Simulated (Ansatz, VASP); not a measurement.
**Two plane-wave programs on InAs**

File INCAR:

```
SYSTEM = InAs
  PREC = Accurate
  ENCUT = 500
  EDIFF = 1E-6
  ISMEAR = 0
  SIGMA = 0.1
  LREAL = .False.
  LASPH = .True.
  NELM = 120
  ALGO = Normal
  ISIF = 2
  LWAVE = .False.
  LCHARG = .False.
  GGA = PE
  NBANDS = 16
  GGA_COMPAT = .False.
```

Contents of KPOINTS:

```
Automatic mesh
0
Gamma
  14 14 8
  0 0 0
```

File POSCAR:

```
InAs
1.0
    3.0004923406      0.0000000000      0.0000000000
    0.0000000000      3.0004923406      0.0000000000
    0.0000000000      0.0000000000      5.8831027185
In As
1 1
Direct
    0.0000000000      0.0000000000      0.0000000000
    0.0000000000      0.0000000000      0.5000000000
```

Input for Ansatz:

```yaml
crystal:
  lattice:
    - [3.0004923406, 0.0, 0.0]
    - [0.0, 3.0004923406, 0.0]
    - [0.0, 0.0, 5.8831027185]
  atoms:
    - { symbol: In, position: [0.0, 0.0, 0.0] }
    - { symbol: As, position: [0.0, 0.0, 0.5] }
basis:
  ecutwfc: 420
kpoints:
  mp_grid: { grid: [14, 14, 8] }
hamiltonian:
  xc: pbe
scf:
  occupations: { method: gaussian, width: 0.1 }
output:
  forces: true
  stress: true
  eigenvalues: true
```

Alike in both runs: task single point; functional PBE; k mesh 14 × 14 × 8; occupations gaussian, width 0.1 eV; no spin polarisation.

```csv
,VASP,Ansatz
version,VASP 6.6.1,Ansatz 0.2.0
potentials or method,"VASP PAW PBE potentials, release 64 (In_d, As), cutoff 500 eV","scalar-relativistic, plane waves, PAW"
valence electrons in the cell,18,28
```

VASP gave:

```
gap on the k mesh at the Fermi level (eV)                     : none
pressure (GPa)                                                : -3.5
traceless stress, the component that is largest in VASP (GPa) : 0.61
```

Q: What did Ansatz give for the same quantities?

A: gap on the k mesh at the Fermi level (eV): none; pressure (GPa): -3.5; traceless stress, the component that is largest in VASP (GPa): 0.59.

A gap of «none» marks a metal or a gap that the smearing closes. VASP's potentials hold 18 valence electrons a cell and Ansatz's 28, so a difference there can come from the potentials and not from the codes.
